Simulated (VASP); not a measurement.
Here is a VASP 6.6.1 calculation.

File INCAR:

```
PREC = Accurate
ENCUT = 600
EDIFF = 1E-6
ISMEAR = -1
SIGMA = 0.05
LREAL = False
LASPH = True
NELM = 120
ALGO = Normal
ISIF = 2
LWAVE = False
LCHARG = False
GGA = RE
IVDW = 13
NBANDS = 12
GGA_COMPAT = False
```

The input KPOINTS:

```
Automatic mesh
0
Gamma
  13 13 13
```

Contents of POSCAR:

```
Cu
1.0
    0.0000000000      1.8075000000      1.8075000000
    1.8075000000      0.0000000000      1.8075000000
    1.8075000000      1.8075000000      0.0000000000
Cu
1
Direct
    0.0000000000      0.0000000000      0.0000000000
```

Potentials or basis: VASP PAW PBE potentials, release 64 (Cu).

Launch:

```bash
$ cat potpaw_PBE.64/Cu/POTCAR > POTCAR
$ mpirun -np 1 vasp_std > vasp.out
```

(1) What does it give for the dispersion energy per atom?

(2) Predict the pressure.

## Answers

(1) -0.980 eV.

(2) -7.0 GPa.

Caveat: the PAW data sets were made with another functional, which shifts forces and pressure a little; pairwise dispersion overbinds metals, which lowers pressure and volume.
